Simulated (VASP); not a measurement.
Write the native input for VASP 6.6.1 that does the following.

```
Task                   : single point
Functional             : PBE
Potentials or basis    : VASP PAW PBE potentials, release 64 (Al)
Cutoff                 : 520 eV
k mesh                 : 9 × 9 × 14
Occupations            : gaussian, width 0.1 eV
Spin                   : no spin polarisation
Dipole correction      : no
Further INCAR settings : ALGO = Fast; EDIFF = 1e-06; NBANDS = 14
```

The structure of Al lies in POSCAR:

```
Al
1.0
    5.5743817492      0.0000000000      0.0000000000
   -2.7871908746      4.8275562052      0.0000000000
   -1.3935954373      0.8045927009      2.4046041096
Al
4
Direct
    0.0000000000      0.5000000000      0.0000000000
    0.5000000000      0.5000000000      0.0000000000
    0.0000000000      0.0000000000      0.0000000000
    0.5000000000      0.0000000000      0.0000000000
```

The input as run:

INCAR

```
PREC     = Accurate       # precision mode
ENCUT    = 520            # plane-wave cutoff, eV
EDIFF    = 1E-6           # SCF threshold, eV
ISMEAR   = 0              # smearing method
SIGMA    = 0.1            # smearing width, eV
LREAL    = F              # projectors in reciprocal space
LASPH    = T              # aspherical terms in the spheres
NELM     = 60             # most SCF steps
ALGO     = Fast           # electronic algorithm
ISIF     = 2              # what is computed and relaxed
LWAVE    = F              # write WAVECAR
LCHARG   = F              # write CHGCAR
GGA      = PE             # functional
NBANDS   = 14             # bands
```

KPOINTS

```
Automatic mesh
0
Gamma
  9 9 14
```

Potentials or basis: VASP PAW PBE potentials, release 64 (Al).

Command:

```console
$ cat potpaw_PBE.64/Al/POTCAR > POTCAR
$ mpirun -np 1 vasp_std > vasp.out
```

Results of the run:

```
Pressure               : 1.7 GPa
Band gap on the k mesh : zero (bands 6 and 7 overlap by 4.77 eV)
```

Wall time 2.3 min on 1 thread of Intel(R) Xeon(R) 6975P-C (Granite Rapids), with other jobs on the host, peak memory 0.34 GiB.
